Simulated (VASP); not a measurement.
# NbAs (F-43m) in VASP: further runs

Runs on NbAs. Level: PBE. Tasks: single point, relaxation of cell and atoms.

All numbers are computed with VASP 6.6.1; they aren't measurements. Logs are shortened: lines on timing, memory, paths and dates and some standing lists are left out, and cuts for length are marked.

## 1. The cell of the first run

It takes space group F-43m (No. 216, cubic). The conventional cell has a = 5.280 Å, b = 5.280 Å, c = 5.280 Å, α = 90.00°, β = 90.00°, γ = 90.00°. Nb (site symmetry -43m) has 4 As at 2.29 Å within 3.0 Å. As (site symmetry -43m) has 4 Nb at 2.29 Å within 3.0 Å.

## 2. Single point, PBE

The input, INCAR:

```
SYSTEM = NbAs
PREC = Accurate
ENCUT = 520
EDIFF = 1E-7
ISMEAR = 0
SIGMA = 0.1
LREAL = .False.
LASPH = .True.
NELM = 60
ALGO = Normal
ISIF = 2
LWAVE = .False.
LCHARG = .False.
GGA = PE
NBANDS = 16
```

The input, KPOINTS:

```
regular mesh
0
Gamma
  6 6 6
  0 0 0
```

The input, POSCAR:

```
NbAs
1.0
    0.0000000000      2.6401440551      2.6401440551
    2.6401440551      0.0000000000      2.6401440551
    2.6401440551      2.6401440551      0.0000000000
Nb As
1 1
Direct
    0.0000000000      0.0000000000      0.0000000000
    0.7500000000      0.7500000000      0.7500000000
```

Potentials or basis: VASP PAW PBE potentials, release 64 (Nb_sv, As).

Command:

```sh
cat potpaw_PBE.64/Nb_sv/POTCAR potpaw_PBE.64/As/POTCAR > POTCAR
mpirun -np 1 vasp_std > vasp.out
```

OUTCAR:

```text
SYSTEM = NbAs
   PREC = Accurate
   ENCUT = 520
   EDIFF = 1E-7
   ISMEAR = 0
   LREAL = .False.
   LASPH = .True.
   NELM = 60
   ISIF = 2
   GGA = PE

 ion  position               nearest neighbor table
   1  0.000  0.000  0.000-   2 2.29   2 2.29   2 2.29   2 2.29
   2  0.750  0.750  0.750-   1 2.29   1 2.29   1 2.29   1 2.29

  LATTYP: Found a face centered cubic cell.
 ALAT       =     5.2802881102

  Lattice vectors:

 A1 = (   0.0000000000,   2.6401440551,   2.6401440551)
 A2 = (   2.6401440551,   0.0000000000,   2.6401440551)
 A3 = (   2.6401440551,   2.6401440551,   0.0000000000)

Analysis of symmetry for initial positions (statically):
=====================================================================
 Subroutine PRICEL returns:
 Original cell was already a primitive cell.

 Routine SETGRP: Setting up the symmetry group for a
 face centered cubic supercell.

 Subroutine GETGRP returns: Found 24 space group operations
 (whereof 24 operations were pure point group operations)
 out of a pool of 48 trial point group operations.

The static configuration has the point symmetry T_d .

Analysis of symmetry for dynamics (positions and initial velocities):
=====================================================================
 Subroutine PRICEL returns:
 Original cell was already a primitive cell.

 Routine SETGRP: Setting up the symmetry group for a
 face centered cubic supercell.

 Subroutine GETGRP returns: Found 24 space group operations
 (whereof 24 operations were pure point group operations)
 out of a pool of 48 trial point group operations.

The dynamic configuration has the point symmetry T_d .

 Subroutine INISYM returns: Found 24 space group operations
 (whereof 24 operations are pure point group operations),
 and found     1 'primitive' translations

----------------------------------------------------------------------------------------

                                     Primitive cell

  volume of cell :      36.8055

  direct lattice vectors                    reciprocal lattice vectors
     0.000000000  2.640144055  2.640144055    -0.189383605  0.189383605  0.189383605
     2.640144055  0.000000000  2.640144055     0.189383605 -0.189383605  0.189383605
     2.640144055  2.640144055  0.000000000     0.189383605  0.189383605 -0.189383605

  length of vectors
     3.733727529  3.733727529  3.733727529     0.328022027  0.328022027  0.328022027

[... 70 lines left out ...]
   NELM   =     60;   NELMIN=  2; NELMDL= -5     # of ELM steps
   EDIFF  = 0.1E-06   stopping-criterion for ELM
   LREAL  =      F    real-space projection
   EDIFFG = 0.1E-05   stopping-criterion for IOM
   NSW    =      0    number of steps for IOM
   IBRION =     -1    ionic relax: 0-MD 1-quasi-New 2-CG
   NFREE  =      0    steps in history (QN), initial steepest desc. (CG)
   ISIF   =      2    stress and relaxation
   ISYM   =      2    0-nonsym 1-usesym 2-fastsym
   POTIM  = 0.5000    time-step for ionic-motion
   TEBEG  =    0.0;   TEEND  =   0.0 temperature during run
   PSTRESS=    0.0 pullay stress
   NELECT =      18.0000    total number of electrons
   NUPDOWN=      -1.0000    fix difference up-down
   EMIN   =  10.00;   EMAX   =-10.00  energy-range for DOS
   EFERMI =   0.00;   METHOD = LEGACY
   ISMEAR =     0;   SIGMA  =   0.10  broadening in eV -4-tet -1-fermi 0-gaus
   EFERMI_NEDOS =   21; number of points for ismear=-14 and -15
   IALGO  =     38    algorithm
   IMIX   =      4    mixing-type and parameters
     AMIX     =   0.40;   BMIX     =  1.00
     AMIX_MAG =   1.60;   BMIX_MAG =  1.00
  volume/ion in A,a.u.               =      18.40       124.19
  Fermi-wavevector in a.u.,A,eV,Ry     =   1.289817  2.437400 22.635026  1.663627
  Thomas-Fermi vector in A             =   2.421686
   LORBIT       =      0    0 simple, 1 ext, 2 COOP (PROOUT), +10 PAW based schemes
   GGA     = PE    functional components
   LHFCALC =     F    Hartree Fock is set to
   AEXX    =    0.0000 exact exchange contribution
   IVDW    =     0    specifies the selected vdW correction
   LEPSILON=     F    determine dielectric tensor
   LRPA    =     F    only Hartree local field effects (RPA)
 non-spin polarized calculation
 Gauss-broadening in eV      SIGMA  =   0.10
  energy-cutoff  :      520.00
  volume of cell :       36.81
 maximum number of plane-waves:      1002
   NGX = 13   NGY = 13   NGZ = 13

 number of electron      17.9999998 magnetization

 Free energy of the ion-electron system (eV)
  ---------------------------------------------------
  ext. energy  EPLUGINS =         0.00000000
  ---------------------------------------------------
  free energy    TOTEN  =       -12.80831525 eV

  energy without entropy =      -12.79944757  energy(sigma->0) =      -12.80388141

 E-fermi :   8.8522     XC(G=0): -11.2690

 val. band max:        8.7560833630   @ k =   0.5000   0.1667   0.0000
 cond. band min:       8.8529084147   @ k =   0.0000   0.0000   0.0000
 fundamental gap:      0.0968250517
 Fermi energy:         8.8522255791

 k-point     1 :       0.0000    0.0000    0.0000
  band No.  band energies     occupation
      1     -46.1067      2.00000
      2     -22.2856      2.00000
      3     -22.2856      2.00000
      4     -22.2856      2.00000
      5      -4.0096      2.00000
      6       4.5456      2.00000
[... 281 lines left out ...]
      3     -22.3991      2.00000
      4     -22.3748      2.00000
      5      -2.1086      2.00000
      6       3.5325      2.00000
[... 8 lines left out ...]
     15      18.8868      0.00000
     16      19.8282      0.00000

------------------------ aborting loop because EDIFF is reached ----------------------------------------

  FORCE on cell =-STRESS in cart. coord.  units (eV):
  Direction    XX          YY          ZZ          XY          YZ          ZX
  --------------------------------------------------------------------------------------
  -------------------------------------------------------------------------------------
  Total       11.2877209     11.2877209     11.2877209     -0.0000000      0.0000000     -0.0000000
  in kB      491.3647258    491.3647258    491.3647258     -0.0000000      0.0000000     -0.0000000
  external PRESSURE =     491.3647258 kB  Pullay stress =       0.0000000 kB

 VOLUME and BASIS-vectors are now :
 -----------------------------------------------------------------------------
  energy-cutoff  :      520.00
  volume of cell :       36.81
      direct lattice vectors                 reciprocal lattice vectors
     0.000000000  2.640144055  2.640144055    -0.189383605  0.189383605  0.189383605
     2.640144055  0.000000000  2.640144055     0.189383605 -0.189383605  0.189383605
     2.640144055  2.640144055  0.000000000     0.189383605  0.189383605 -0.189383605

 POSITION                                       TOTAL-FORCE (eV/Angst)
 -----------------------------------------------------------------------------------
      0.00000      0.00000      0.00000        -0.000000     -0.000000     -0.000000
      3.96022      3.96022      3.96022         0.000000      0.000000      0.000000
 -----------------------------------------------------------------------------------
    total drift:                               -0.000000     -0.000000     -0.000000

  FREE ENERGIE OF THE ION-ELECTRON SYSTEM (eV)
  ---------------------------------------------------
  free  energy   TOTEN  =       -12.8083152491 eV

  energy  without entropy=      -12.7994475715  energy(sigma->0) =      -12.80388141
```

OSZICAR:

```text
N       E                     dE             d eps       ncg     rms          rms(c)
DAV:   1     0.153236179913E+03    0.15324E+03   -0.93387E+03   512   0.109E+03
DAV:   2    -0.634408651177E+01   -0.15958E+03   -0.15271E+03   616   0.357E+02
DAV:   3    -0.133094667242E+02   -0.69654E+01   -0.68373E+01   840   0.642E+01
DAV:   4    -0.135489189880E+02   -0.23945E+00   -0.23935E+00   648   0.113E+01
DAV:   5    -0.135571768445E+02   -0.82579E-02   -0.82574E-02   816   0.186E+00    0.963E+00
DAV:   6    -0.128063192302E+02    0.75086E+00   -0.17951E+00   816   0.123E+01    0.365E+00
DAV:   7    -0.128047518418E+02    0.15674E-02   -0.10255E-01   608   0.237E+00    0.202E+00
DAV:   8    -0.128085054612E+02   -0.37536E-02   -0.31579E-02   944   0.127E+00    0.204E-01
DAV:   9    -0.128083755503E+02    0.12991E-03   -0.10276E-03   648   0.313E-01    0.121E-01
DAV:  10    -0.128083106775E+02    0.64873E-04   -0.22160E-04   712   0.143E-01    0.415E-02
DAV:  11    -0.128083157281E+02   -0.50506E-05   -0.25802E-05   712   0.503E-02    0.768E-03
DAV:  12    -0.128083148891E+02    0.83895E-06   -0.14761E-06   800   0.122E-02    0.252E-03
DAV:  13    -0.128083152053E+02   -0.31620E-06   -0.25499E-07   632   0.350E-03    0.421E-04
DAV:  14    -0.128083152491E+02   -0.43731E-07   -0.17448E-08   408   0.144E-03
   1 F= -.12808315E+02 E0= -.12803881E+02  d E =-.886768E-02
```

Wall time 18 s (1 thread of AMD EPYC 7R43 (Zen 3), shared host); peak memory 0.12 GiB.

Results:

- Free energy: -12.8083 eV
- Pressure: 49.1 GPa
- Band gap on the k mesh: zero (bands 9 and 10 overlap by 0.77 eV)

Caveat: the cell stands under pressure.

## 3. Single point, PBE

This run uses another cell than the first one, of 24.49 Å³/atom.

The input, INCAR:

```
  ALGO = Normal
  EDIFF = 1E-6
  ENCUT = 520
  GGA = PE
  ISIF = 2
  ISMEAR = 0
  LASPH = T
  LCHARG = F
  LREAL = F
  LWAVE = F
  NBANDS = 16
  NELM = 100
  PREC = Accurate
  SIGMA = 0.1
```

The input, KPOINTS:

```
k-points
0
Gamma
  6 6 6
```

The input, POSCAR:

```
NbAs
1.0
    0.0000000000      2.9040017466      2.9040017466
    2.9040017466      0.0000000000      2.9040017466
    2.9040017466      2.9040017466      0.0000000000
Nb As
1 1
Direct
    0.0000000000      0.0000000000      0.0000000000
    0.7500000000      0.7500000000      0.7500000000
```

Potentials or basis: VASP PAW PBE potentials, release 64 (Nb_sv, As).

Command:

```sh
cat potpaw_PBE.64/Nb_sv/POTCAR potpaw_PBE.64/As/POTCAR > POTCAR
mpirun -np 1 vasp_std > vasp.out
```

Run time: 21 s. Hardware: 1 thread of AMD EPYC 7R43 (Zen 3), shared host; peak memory 0.14 GiB.

It converged, with:

- Free energy: -14.2905 eV
- Pressure: 0.3 GPa
- Band gap on the k mesh: zero (bands 9 and 10 overlap by 0.44 eV)

Levels at points of the mesh, in eV from the Fermi level:
| k point | band 7 | band 8 | band 9 | band 10 | band 11 | band 12 |
| --- | --- | --- | --- | --- | --- | --- |
| (0.00, 0.00, 0.00) | -3.45 | -3.45 | 0.01 | 0.01 | 2.25 | 5.51 |
| (0.50, 0.00, 0.00) | -3.05 | -3.05 | 0.37 | 0.37 | 0.61 | 3.25 |
| (0.50, 0.50, 0.00) | -2.11 | -2.11 | -1.01 | 0.76 | 0.82 | 1.37 |

## 4. Relaxation of cell and atoms, PBE

The input, INCAR:

```
SYSTEM = NbAs
PREC     = Accurate       ! precision mode
ENCUT    = 600            ! plane-wave cutoff, eV
EDIFF    = 1E-6           ! SCF threshold, eV
ISMEAR   = 0              ! smearing method
SIGMA    = 0.1            ! smearing width, eV
LREAL    = .FALSE.        ! projectors in reciprocal space
LASPH    = .TRUE.         ! aspherical terms in the spheres
NELM     = 80             ! most SCF steps
ALGO     = Normal         ! electronic algorithm
ISIF     = 3              ! what is computed and relaxed
LWAVE    = .FALSE.        ! write WAVECAR
LCHARG   = .FALSE.        ! write CHGCAR
GGA      = PE             ! functional
IBRION   = 2              ! ionic algorithm
NSW      = 90             ! ionic steps
EDIFFG   = -0.04          ! ionic threshold
```

The input, KPOINTS:

```
regular mesh
0
G
  6 6 6
  0 0 0
```

The input, POSCAR:

```
NbAs
1.0
    0.0000000000      2.6401440551      2.6401440551
    2.6401440551      0.0000000000      2.6401440551
    2.6401440551      2.6401440551      0.0000000000
Nb As
1 1
Direct
    0.0000000000      0.0000000000      0.0000000000
    0.7500000000      0.7500000000      0.7500000000
```

Command:

```sh
cat potpaw_PBE.64/Nb_sv/POTCAR potpaw_PBE.64/As/POTCAR > POTCAR
mpirun -np 1 vasp_std > vasp.out
```

Wall time 86 s (1 thread of AMD EPYC 7R43 (Zen 3), shared host); peak memory 0.14 GiB.

The run converged. Its results:

| Property | Result |
| --- | --- |
| Free energy | -14.2872 eV |
| Relaxed volume | 24.57 Å³/atom |
| Relaxed cell | a = 4.112 Å, b = 4.112 Å, c = 4.112 Å, α = 60.00°, β = 60.00°, γ = 60.00° |
| Space group after relaxing (to 0.1 Å) | F-43m (No. 216) |
| Energy gained by relaxing | 739.3 meV/atom |
| Ionic steps | 5 |
| Pressure after relaxing | 0.0 GPa |
| Band gap on the k mesh | zero (bands 9 and 10 overlap by 0.44 eV) |

Step by step:
| step | energy change (eV) | largest force (eV/Å) | pressure (GPa) | volume (Å³) |
| --- | --- | --- | --- | --- |
| 1 | 0.0000 | 0.0000 | 49.16 | 36.81 |
| 2 | 0.4496 | 0.0000 | -15.56 | 75.82 |
| 3 | -1.4675 | 0.0000 | -2.47 | 50.55 |
| 4 | -1.4776 | 0.0000 | -0.79 | 49.58 |
| 5 | -1.4786 | 0.0000 | -0.02 | 49.15 |

Final structure:
```cif
data_structure
_symmetry_space_group_name_H-M 'P 1'
_symmetry_Int_Tables_number 1
_cell_length_a 4.1115
_cell_length_b 4.1115
_cell_length_c 4.1115
_cell_angle_alpha 60.000
_cell_angle_beta 60.000
_cell_angle_gamma 60.000
_cell_volume 49.15
loop_
_atom_site_label
_atom_site_type_symbol
_atom_site_fract_x
_atom_site_fract_y
_atom_site_fract_z
_atom_site_occupancy
Nb1 Nb 0.00000 0.00000 0.00000 1
As1 As 0.75000 0.75000 0.75000 1
```

Levels at points of the mesh, in eV from the Fermi level:
| k point | band 5 | band 6 | band 7 | band 8 | band 9 | band 10 | band 11 | band 12 | band 13 |
| --- | --- | --- | --- | --- | --- | --- | --- | --- | --- |
| (0.00, 0.00, 0.00) | -11.74 | -3.44 | -3.44 | -3.44 | 0.01 | 0.01 | 2.24 | 5.49 | 5.49 |
| (0.50, 0.00, 0.00) | -10.89 | -4.17 | -3.04 | -3.04 | 0.37 | 0.37 | 0.61 | 3.24 | 3.24 |
| (0.50, 0.50, 0.00) | -10.60 | -4.69 | -2.11 | -2.11 | -1.01 | 0.76 | 0.82 | 1.37 | 1.37 |

Caveat: the volume moved by over 15 % at a fixed basis, so the end points are rough.

## 5. Single point, PBE

This run uses another cell than the first one, of 24.57 Å³/atom.

The input, INCAR:

```
ALGO = Normal ; EDIFF = 1E-6
ENCUT = 520 ; GGA = PE
ISIF = 2 ; ISMEAR = 0
LASPH = T ; LCHARG = F
LREAL = F ; LWAVE = F
NBANDS = 16 ; NELM = 60
PREC = Accurate ; SIGMA = 0.1
```

The input, KPOINTS:

```
k-points
0
Gamma
  16 16 16
```

The input, POSCAR:

```
NbAs
1.0
    0.0000000000      2.9070788171      2.9070788171
    2.9070788171      0.0000000000      2.9070788171
    2.9070788171      2.9070788171      0.0000000000
Nb As
1 1
Direct
    0.0000000000      0.0000000000      0.0000000000
    0.2500000000      0.2500000000      0.2500000000
```

Command:

```sh
cat potpaw_PBE.64/Nb_sv/POTCAR potpaw_PBE.64/As/POTCAR > POTCAR
mpirun -np 1 vasp_std > vasp.out
```

Run time: 2.4 min. Hardware: 1 thread of AMD EPYC 7R43 (Zen 3), shared host; peak memory 0.22 GiB.

Results (log left out):

```yaml
Free_energy: -14.2979 eV
Pressure: 0.1 GPa
Band_gap_on_the_k_mesh: zero (bands 9 and 10 overlap by 0.53 eV)
```

Levels at points of the mesh, in eV from the Fermi level:
```tsv
k point	band 7	band 8	band 9	band 10	band 11	band 12
(0.00, 0.00, 0.00)	-3.44	-3.44	0.01	0.01	2.24	5.49
(0.50, 0.00, 0.00)	-3.04	-3.04	0.37	0.37	0.61	3.24
(0.50, 0.50, 0.00)	-2.11	-2.11	-1.01	0.76	0.82	1.37
```

## 6. Relaxation of cell and atoms, PBE

This run uses another cell than the first one, of 24.49 Å³/atom.

The input, INCAR:

```
SYSTEM = NbAs
PREC     = Accurate       ! precision mode
ENCUT    = 600            ! plane-wave cutoff, eV
EDIFF    = 1E-6           ! SCF threshold, eV
ISMEAR   = 0              ! smearing method
SIGMA    = 0.1            ! smearing width, eV
LREAL    = .FALSE.        ! projectors in reciprocal space
LASPH    = .TRUE.         ! aspherical terms in the spheres
NELM     = 100            ! most SCF steps
ALGO     = Normal         ! electronic algorithm
ISIF     = 3              ! what is computed and relaxed
LWAVE    = .FALSE.        ! write WAVECAR
LCHARG   = .FALSE.        ! write CHGCAR
GGA      = PE             ! functional
IBRION   = 2              ! ionic algorithm
NSW      = 100            ! ionic steps
EDIFFG   = -0.01          ! ionic threshold
```

The input, KPOINTS:

```
Automatic mesh
0
G
  16 16 16
  0 0 0
```

The input, POSCAR:

```
NbAs
1.0
    0.0000000000      2.9040017466      2.9040017466
    2.9040017466      0.0000000000      2.9040017466
    2.9040017466      2.9040017466      0.0000000000
Nb As
1 1
Direct
    0.0000000000      0.0000000000      0.0000000000
    0.2500000000      0.2500000000      0.2500000000
```

Potentials or basis: VASP PAW PBE potentials, release 64 (Nb_sv, As).

Command:

```sh
cat potpaw_PBE.64/Nb_sv/POTCAR potpaw_PBE.64/As/POTCAR > POTCAR
mpirun -np 1 vasp_std > vasp.out
```

It took 8.2 min on 1 thread of AMD EPYC 7R43 (Zen 3), shared host; peak memory 0.26 GiB.

Results (log left out):

* Free energy: -14.2978 eV
* Relaxed volume: 24.58 Å³/atom
* Relaxed cell: a = 4.112 Å, b = 4.112 Å, c = 4.112 Å, α = 60.00°, β = 60.00°, γ = 60.00°
* Space group after relaxing (to 0.1 Å): F-43m (No. 216)
* Energy gained by relaxing: 0.1 meV/atom
* Ionic steps: 3
* Pressure after relaxing: 0.0 GPa
* Band gap on the k mesh: zero (bands 9 and 10 overlap by 0.53 eV)

The path:
```csv
step,energy change (eV),largest force (eV/Å),pressure (GPa),volume (Å³)
1,0.0000,0.0000,0.34,48.98
2,0.0000,0.0000,-0.32,49.35
3,-0.0002,0.0000,-0.01,49.17
```

Final structure:
```
Nb As
1.0
     0.00000    2.90766    2.90766
     2.90766    0.00000    2.90766
     2.90766    2.90766    0.00000
Nb As
1 1
Cartesian
  0.0000 0.0000 0.0000
  1.4538 1.4538 1.4538
```

Levels at points of the mesh, in eV from the Fermi level:
| k point | band 7 | band 8 | band 9 | band 10 | band 11 | band 12 |
| --- | --- | --- | --- | --- | --- | --- |
| (0.00, 0.00, 0.00) | -3.44 | -3.44 | 0.01 | 0.01 | 2.24 | 5.49 |
| (0.50, 0.00, 0.00) | -3.04 | -3.04 | 0.37 | 0.37 | 0.61 | 3.24 |
| (0.50, 0.50, 0.00) | -2.11 | -2.11 | -1.00 | 0.76 | 0.82 | 1.37 |

(Continued in part 2 of 2.)

The gap in the log of VASP goes by the Fermi energy; the results here count the filled bands.